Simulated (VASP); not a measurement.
# Sc4SiN (F-43m) in VASP: density of states with PBE

Aim: the density of states of Sc4SiN with PBE.

All numbers are computed with VASP 6.6.1; they aren't measurements. Logs are shortened: lines on timing, memory, paths and dates and some standing lists are left out, and cuts for length are marked.

## 1. The cell of the first run

The structure is cubic, space group F-43m (No. 216). The conventional cell has a = 7.718 Å, b = 7.718 Å, c = 7.718 Å, α = 90.00°, β = 90.00°, γ = 90.00°. Sc (site symmetry 3m) has 6 Sc at 2.71 to 2.75 Å and 3 Si at 3.20 Å and 3 N at 3.20 Å within 3.6 Å. Within 4.2 Å of Si (site symmetry -43m) lie 12 Sc at 3.20 Å and 4 N at 3.34 Å. Within 4.2 Å of N (site symmetry -43m) lie 12 Sc at 3.20 Å and 4 Si at 3.34 Å.

## 2. Density of states, PBE

POSCAR reads:

```
Sc4SiN
1.0
    0.0000000000      3.8591964185      3.8591964185
    3.8591964185      0.0000000000      3.8591964185
    3.8591964185      3.8591964185      0.0000000000
Sc Si N
4 1 1
Direct
    0.6260058964      0.6260058964      0.1219823109
    0.6260058964      0.1219823109      0.6260058964
    0.1219823109      0.6260058964      0.6260058964
    0.6260058964      0.6260058964      0.6260058964
    0.0000000000      0.0000000000      0.0000000000
    0.2500000000      0.2500000000      0.2500000000
```

INCAR.step1 reads:

```
ALGO = Normal
EDIFF = 1E-6
ENCUT = 520
GGA = PE
GGA_COMPAT = F
ISIF = 2
ISMEAR = 0
LASPH = T
LCHARG = T
LMAXMIX = 4
LORBIT = 11
LREAL = F
LWAVE = F
NBANDS = 36
NEDOS = 2001
NELM = 120
PREC = Accurate
SIGMA = 0.1
```

KPOINTS.step1 reads:

```
k-points
0
Gamma
  8 8 8
```

INCAR.step2 reads:

```
ALGO = Normal
EDIFF = 1E-6
ENCUT = 520
GGA = PE
GGA_COMPAT = F
ICHARG = 11
ISIF = 2
ISMEAR = -5
LASPH = T
LCHARG = F
LMAXMIX = 4
LORBIT = 11
LREAL = F
LWAVE = F
NEDOS = 2001
NELM = 120
PREC = Accurate
SIGMA = 0.1
```

KPOINTS.step2 reads:

```
k-points
0
Gamma
  12 12 12
```

Potentials or basis: VASP PAW PBE potentials, release 64 (Sc_sv, Si, N).

On the command line:

```sh
cat potpaw_PBE.64/Sc_sv/POTCAR potpaw_PBE.64/Si/POTCAR potpaw_PBE.64/N/POTCAR > POTCAR
cp INCAR.step1 INCAR
cp KPOINTS.step1 KPOINTS
mpirun -np 1 vasp_std > vasp.out
cp INCAR.step2 INCAR
cp KPOINTS.step2 KPOINTS
mpirun -np 1 vasp_std > vasp.out
```

OUTCAR:

```text
EDIFF = 1E-6
   ENCUT = 520
   GGA = PE
   ICHARG = 11
   ISIF = 2
   ISMEAR = -5
   LASPH = T
   LORBIT = 11
   LREAL = F
   NELM = 120
   PREC = Accurate

 ion  position               nearest neighbor table
   1  0.626  0.626  0.122-   2 2.71   3 2.71   4 2.71   4 2.75   2 2.75   3 2.75   5 3.20   5 3.20
                             5 3.20
   2  0.626  0.122  0.626-   1 2.71   3 2.71   4 2.71   1 2.75   4 2.75   3 2.75   5 3.20   5 3.20
                             5 3.20
   3  0.122  0.626  0.626-   1 2.71   2 2.71   4 2.71   4 2.75   1 2.75   2 2.75   5 3.20   5 3.20
                             5 3.20
   4  0.626  0.626  0.626-   1 2.71   2 2.71   3 2.71   1 2.75   2 2.75   3 2.75   5 3.20   5 3.20
                             5 3.20
   5  0.000  0.000  0.000-   1 3.20   2 3.20   3 3.20   4 3.20   4 3.20   4 3.20   2 3.20   3 3.20
                             1 3.20   1 3.20   3 3.20   2 3.20
   6  0.250  0.250  0.250-

  LATTYP: Found a face centered cubic cell.
 ALAT       =     7.7183928370

  Lattice vectors:

 A1 = (   0.0000000000,   3.8591964185,   3.8591964185)
 A2 = (   3.8591964185,   0.0000000000,   3.8591964185)
 A3 = (   3.8591964185,   3.8591964185,   0.0000000000)

Analysis of symmetry for initial positions (statically):
=====================================================================
 Subroutine PRICEL returns:
 Original cell was already a primitive cell.

 Routine SETGRP: Setting up the symmetry group for a
 face centered cubic supercell.

 Subroutine GETGRP returns: Found 24 space group operations
 (whereof 24 operations were pure point group operations)
 out of a pool of 48 trial point group operations.

The static configuration has the point symmetry T_d .

Analysis of symmetry for dynamics (positions and initial velocities):
=====================================================================
 Subroutine PRICEL returns:
 Original cell was already a primitive cell.

 Routine SETGRP: Setting up the symmetry group for a
 face centered cubic supercell.

 Subroutine GETGRP returns: Found 24 space group operations
 (whereof 24 operations were pure point group operations)
 out of a pool of 48 trial point group operations.

The dynamic configuration has the point symmetry T_d .

 Subroutine INISYM returns: Found 24 space group operations
 (whereof 24 operations are pure point group operations),
 and found     1 'primitive' translations

----------------------------------------------------------------------------------------

                                     Primitive cell

  volume of cell :     114.9531

  direct lattice vectors                    reciprocal lattice vectors
     0.000000000  3.859196418  3.859196418    -0.129560651  0.129560651  0.129560651
     3.859196418  0.000000000  3.859196418     0.129560651 -0.129560651  0.129560651
     3.859196418  3.859196418  0.000000000     0.129560651  0.129560651 -0.129560651

  length of vectors
     5.457727915  5.457727915  5.457727915     0.224405630  0.224405630  0.224405630

  position of ions in fractional coordinates (direct lattice)
     0.626005896  0.626005896  0.121982311
     0.626005896  0.121982311  0.626005896
     0.121982311  0.626005896  0.626005896
     0.626005896  0.626005896  0.626005896
     0.000000000  0.000000000  0.000000000
     0.250000000  0.250000000  0.250000000

  ion indices of the primitive-cell ions
   primitive index   ion index
                 1           1
                 2           2
                 3           3
                 4           4
                 5           5
                 6           6

----------------------------------------------------------------------------------------

 KPOINTS: k-points

Automatic generation of k-mesh.
 Grid dimensions read from file:
 generate k-points for:   12   12   12

 Generating k-lattice:

  Cartesian coordinates                     Fractional coordinates (reciprocal lattice)
    -0.010796721  0.010796721  0.010796721     0.083333333  0.000000000  0.000000000
     0.010796721 -0.010796721  0.010796721     0.000000000  0.083333333  0.000000000
     0.010796721  0.010796721 -0.010796721     0.000000000  0.000000000  0.083333333

  Length of vectors
     0.018700469  0.018700469  0.018700469

  Shift w.r.t. Gamma in fractional coordinates (k-lattice)
     0.000000000  0.000000000  0.000000000

 TETIRR: Found    247 inequivalent tetrahedra from    10368

 Subroutine IBZKPT returns following result:
 ===========================================

 Found     72 irreducible k-points:

 Following reciprocal coordinates:
            Coordinates               Weight
  0.000000  0.000000  0.000000      1.000000
  0.083333  0.000000  0.000000      8.000000
  0.166667  0.000000  0.000000      8.000000
  0.250000  0.000000  0.000000      8.000000
  0.333333  0.000000  0.000000      8.000000
  0.416667  0.000000  0.000000      8.000000
[... 16 lines left out ...]
  0.500000  0.166667  0.000000     24.000000
 -0.416667  0.166667  0.000000     24.000000
 [... further k-points ...]
   k-points           NKPTS =     72   k-points in BZ     NKDIM =     72   number of bands    NBANDS=     31
   number of dos      NEDOS =   2001   number of ions     NIONS =      6
   total plane-waves  NPLWV =  74088
   dimension x,y,z NGX =    42 NGY =   42 NGZ =   42
   dimension x,y,z NGXF=    84 NGYF=   84 NGZF=   84
   ions per type =               4   1   1
   NGX,Y,Z   is equivalent  to a cutoff of  12.79, 12.79, 12.79 a.u.
   NGXF,Y,Z  is equivalent  to a cutoff of  25.59, 25.59, 25.59 a.u.
 SYSTEM =  unknown system
   PREC   = accura    normal or accurate (medium, high low for compatibility)
   ISTART =      0    job   : 0-new  1-cont  2-samecut
   ICHARG =     11    charge: 1-file 2-atom 10-const
   ISPIN  =      1    spin polarized calculation?
   LNONCOLLINEAR =      F non collinear calculations
   LSORBIT =      F    spin-orbit coupling
   LASPH  =      T    aspherical Exc in radial PAW
   ENCUT  =  520.0 eV  38.22 Ry    6.18 a.u.  10.15 10.15 10.15*2*pi/ulx,y,z
   NELM   =    120;   NELMIN=  2; NELMDL=  0     # of ELM steps
   EDIFF  = 0.1E-05   stopping-criterion for ELM
   LREAL  =      F    real-space projection
[... 7 lines left out ...]
   TEBEG  =    0.0;   TEEND  =   0.0 temperature during run
   PSTRESS=    0.0 pullay stress
   NELECT =      53.0000    total number of electrons
   NUPDOWN=      -1.0000    fix difference up-down
   EMIN   =  10.00;   EMAX   =-10.00  energy-range for DOS
   EFERMI =   0.00;   METHOD = LEGACY
   ISMEAR =    -5;   SIGMA  =   0.10  broadening in eV -4-tet -1-fermi 0-gaus
   EFERMI_NEDOS =   21; number of points for ismear=-14 and -15
   IALGO  =     38    algorithm
   IMIX   =      4    mixing-type and parameters
     AMIX     =   0.40;   BMIX     =  1.00
     AMIX_MAG =   1.60;   BMIX_MAG =  1.00
  volume/ion in A,a.u.               =      19.16       129.29
  Fermi-wavevector in a.u.,A,eV,Ry     =   1.264717  2.389968 21.762631  1.599508
  Thomas-Fermi vector in A             =   2.398007
   LORBIT       =     11    0 simple, 1 ext, 2 COOP (PROOUT), +10 PAW based schemes
   GGA     = PE    functional components
   LHFCALC =     F    Hartree Fock is set to
   AEXX    =    0.0000 exact exchange contribution
   IVDW    =     0    specifies the selected vdW correction
   LEPSILON=     F    determine dielectric tensor
   LRPA    =     F    only Hartree local field effects (RPA)
 non-spin polarized calculation
 Fermi weights with tetrahedron method with Bloechl corrections
  energy-cutoff  :      520.00
  volume of cell :      114.95
 maximum number of plane-waves:      3119
 NGX is ok and might be reduce to    42

 number of electron      52.9999999 magnetization

 Free energy of the ion-electron system (eV)
  ---------------------------------------------------
  ext. energy  EPLUGINS =         0.00000000
  ---------------------------------------------------
  free energy    TOTEN  =       -33.22739608 eV

  energy without entropy =      -33.22739608  energy(sigma->0) =      -33.22739608

 E-fermi :   4.5604     XC(G=0): -10.2850

 val. band max:        4.5716259233   @ k =   0.2500   0.1667   0.0000
 cond. band min:       4.5239084672   @ k =   0.5000   0.0000   0.0000
 fundamental gap:     -0.0477174561
 Fermi energy:         4.5604014723

 k-point     1 :       0.0000    0.0000    0.0000
  band No.  band energies     occupation
      1     -44.8617      2.00000
      2     -44.5515      2.00000
      3     -44.5515      2.00000
      4     -44.5515      2.00000
      5     -24.4487      2.00000
      6     -23.7739      2.00000
[... 23 lines left out ...]
     30       4.7553      0.00000
     31       6.1662      0.00000

 k-point     2 :       0.0833    0.0000    0.0000
  band No.  band energies     occupation
      1     -44.8579      2.00000
      2     -44.5555      2.00000
      3     -44.5515      2.00000
      4     -44.5515      2.00000
      5     -24.4317      2.00000
      6     -23.7697      2.00000
[... 23 lines left out ...]
     30       4.7867      0.00000
     31       6.3267      0.00000

 k-point     3 :       0.1667    0.0000    0.0000
  band No.  band energies     occupation
      1     -44.8469      2.00000
      2     -44.5671      2.00000
      3     -44.5515      2.00000
      4     -44.5515      2.00000
      5     -24.3837      2.00000
      6     -23.7551      2.00000
[... 23 lines left out ...]
     30       4.8894      0.00000
     31       6.6455      0.00000

 k-point     4 :       0.2500    0.0000    0.0000
  band No.  band energies     occupation
      1     -44.8303      2.00000
      2     -44.5847      2.00000
      3     -44.5516      2.00000
      4     -44.5516      2.00000
      5     -24.3149      2.00000
      6     -23.7251      2.00000
[... 23 lines left out ...]
     30       5.0831      0.00000
     31       6.5769      0.00000

 k-point     5 :       0.3333    0.0000    0.0000
  band No.  band energies     occupation
      1     -44.8108      2.00000
      2     -44.6050      2.00000
      3     -44.5516      2.00000
      4     -44.5516      2.00000
      5     -24.2427      2.00000
      6     -23.6951      2.00000
[... 23 lines left out ...]
     30       5.3714      0.00000
     31       5.9816      0.00000
[... 542 lines left out ...]
     30       5.4070      0.00000
     31       5.9167      0.00000

 k-point    22 :       0.4167    0.1667    0.0000
  band No.  band energies     occupation
      1     -44.7914      2.00000
      2     -44.6250      2.00000
      3     -44.5517      2.00000
      4     -44.5517      2.00000
      5     -24.1601      2.00000
      6     -23.7218      2.00000
[... 23 lines left out ...]
     30       5.6622      0.00000
     31       5.7629      0.00000

 k-point    23 :       0.5000    0.1667    0.0000
  band No.  band energies     occupation
      1     -44.7765      2.00000
      2     -44.6405      2.00000
      3     -44.5518      2.00000
      4     -44.5517      2.00000
      5     -24.1146      2.00000
      6     -23.6885      2.00000
[... 23 lines left out ...]
     30       5.3719      0.00000
     31       5.8434      0.00000

 k-point    24 :      -0.4167    0.1667    0.0000
  band No.  band energies     occupation
      1     -44.7743      2.00000
      2     -44.6427      2.00000
      3     -44.5518      2.00000
      4     -44.5517      2.00000
      5     -24.1093      2.00000
      6     -23.6783      2.00000
[... 23 lines left out ...]
     30       5.4129      0.00000
     31       5.5752      0.00000

 [... further k-points ...]

------------------------ aborting loop because EDIFF is reached ----------------------------------------

  FORCE on cell =-STRESS in cart. coord.  units (eV):
  Direction    XX          YY          ZZ          XY          YZ          ZX
  --------------------------------------------------------------------------------------
  -------------------------------------------------------------------------------------
  Total        0.0742486      0.0742486      0.0742486      0.0000000     -0.0000000      0.0000000
  in kB        1.0348516      1.0348516      1.0348516      0.0000000     -0.0000000      0.0000000
  external PRESSURE =       1.0348516 kB  Pullay stress =       0.0000000 kB

 VOLUME and BASIS-vectors are now :
 -----------------------------------------------------------------------------
  energy-cutoff  :      520.00
  volume of cell :      114.95
      direct lattice vectors                 reciprocal lattice vectors
     0.000000000  3.859196418  3.859196418    -0.129560651  0.129560651  0.129560651
     3.859196418  0.000000000  3.859196418     0.129560651 -0.129560651  0.129560651
     3.859196418  3.859196418  0.000000000     0.129560651  0.129560651 -0.129560651

 POSITION                                       TOTAL-FORCE (eV/Angst)
 -----------------------------------------------------------------------------------
      2.88663      2.88663      4.83176        -0.000325     -0.000325      0.000325
      2.88663      4.83176      2.88663        -0.000325      0.000325     -0.000325
      4.83176      2.88663      2.88663         0.000325     -0.000325     -0.000325
      4.83176      4.83176      4.83176         0.000325      0.000325      0.000325
      0.00000      0.00000      0.00000        -0.000000     -0.000000     -0.000000
      1.92960      1.92960      1.92960        -0.000000     -0.000000     -0.000000
 -----------------------------------------------------------------------------------
    total drift:                                0.000000      0.000000      0.000000

  FREE ENERGIE OF THE ION-ELECTRON SYSTEM (eV)
  ---------------------------------------------------
  free  energy   TOTEN  =       -33.2273960809 eV

  energy  without entropy=      -33.2273960809  energy(sigma->0) =      -33.22739608

 total charge

# of ion       s       p       d       tot
------------------------------------------
    1        2.296   6.086   1.321   9.703
    2        2.296   6.086   1.321   9.703
    3        2.296   6.086   1.321   9.703
    4        2.296   6.086   1.321   9.703
    5        0.773   0.760   0.000   1.533
    6        1.335   1.990   0.000   3.325
--------------------------------------------------
tot         11.290  27.093   5.285  43.668
```

It took 4.1 min on 1 thread of AMD EPYC 9R45 (Zen 5), shared host; peak memory 0.36 GiB.

Results:

```yaml
Valence_electrons_inside_the_program's_atomic_spheres: Sc 9.70; Si 1.53; N 3.33
```

Caveat: tetrahedron occupations give inexact forces and stress in metals.
